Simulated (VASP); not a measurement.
Write the native input for VASP 6.6.1 that does the following.

- Task: single point
- Functional: PBEsol
- Potentials or basis: VASP PAW PBE potentials, release 64 (Si, Cl)
- Cutoff: 520 eV
- k mesh: 15 × 15 × 6
- Occupations: gaussian, width 0.1 eV
- Spin: no spin polarisation
- Dipole correction: no
- Further INCAR settings: ALGO = Normal; EDIFF = 1e-06; NBANDS = 19

The structure of SiCl lies in POSCAR:

```
SiCl
1.0
    3.1516963090      0.0000000000      0.0000000000
   -1.5758481545      2.7294490686      0.0000000000
    0.0000000000      0.0000000000      9.0672230365
Si Cl
2 2
Direct
    0.3333333300      0.6666666700      0.3205100000
    0.6666666700      0.3333333300      0.8205100000
    0.3333333300      0.6666666700      0.0544910000
    0.6666666700      0.3333333300      0.5544910000
```

This cell differs from its parent crystal: Sn replaced by Si, lengths x 0.930, strained.

The input as run:

INCAR

```
ALGO = Normal
EDIFF = 1E-6
ENCUT = 520
GGA = PS
ISIF = 2
ISMEAR = 0
LASPH = True
LCHARG = True
LELF = True
LREAL = False
LVHAR = True
LWAVE = False
NBANDS = 19
NELM = 100
PREC = Accurate
SIGMA = 0.1
```

KPOINTS

```
k-points
0
Gamma
  15 15 6
```

Potentials or basis: VASP PAW PBE potentials, release 64 (Si, Cl).

Run with:

```sh
$ cat potpaw_PBE.64/Si/POTCAR potpaw_PBE.64/Cl/POTCAR > POTCAR
$ mpirun -np 1 vasp_std > vasp.out
```

It gave:

- Pressure: -3.2 GPa
- Largest force: 0.630 eV/Å
- Band gap on the k mesh: zero (band 11 reaches 8.89 eV, above the bottom of band 12 at 4.27 eV)

Caveat: the cell differs from its parent crystal (Sn replaced by Si, lengths x 0.930, strained); the PAW data sets were made with another functional, which shifts forces and pressure a little.

Wall time 48 s on 1 thread of Intel(R) Xeon(R) 6975P-C (Granite Rapids) (shared host), peak memory 0.27 GiB.
